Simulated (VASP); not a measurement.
A run of VASP 6.6.1 is set up as follows.

File INCAR:

```
ALGO = Normal
EDIFF = 1E-6
ENCUT = 520
GGA = PE
ISIF = 2
ISMEAR = 0
LASPH = T
LCHARG = F
LREAL = F
LWAVE = F
NBANDS = 38
NELM = 80
PREC = Accurate
SIGMA = 0.1
```

KPOINTS

```
k-points
0
Gamma
  6 6 2
```

The input POSCAR:

```
Nb2SnTe3
1.0
    4.6019252100      0.0000000000      0.0000000000
   -2.3009626000      3.9853841300      0.0000000000
    0.0000000000      0.0000000000      9.4405120100
Nb Sn Te
2 1 3
Direct
    0.3333333300      0.6666666700      0.5000000000
    0.6666666700      0.3333333300      0.5000000000
    0.0000000000      0.0000000000      0.0000000000
    0.0000000000      0.0000000000      0.7644404700
    0.0000000000      0.0000000000      0.2355595300
    0.0000000000      0.0000000000      0.5000000000
```

Potentials or basis: VASP PAW PBE potentials, release 64 (Nb_sv, Sn_d, Te).

Launch:

```sh
$ cat potpaw_PBE.64/Nb_sv/POTCAR potpaw_PBE.64/Sn_d/POTCAR potpaw_PBE.64/Te/POTCAR > POTCAR
$ mpirun -np 1 vasp_std > vasp.out
```

Problem. What does it give for the pressure?

Solution. 33.1 GPa.

Problem. Estimate the largest force.

Solution. 3.664 eV/Å.

Problem. Estimate the band gap on the k mesh.

Solution. Zero (band 29 reaches 7.62 eV, above the bottom of band 30 at 6.30 eV).

Forces in eV/Å, atoms in the order of the input:
```
Nb   0.000  0.000  0.000
Nb   0.000  0.000  0.000
Sn   0.000  0.000  0.000
Te   0.000  0.000 -3.664
Te   0.000  0.000  3.664
Te   0.000  0.000  0.000
```

Caveat: spin-orbit coupling is left out, which moves the levels of the heavy elements; forces of over 1 eV/Å act on the atoms, so gaps and moduli don't describe the material at rest.
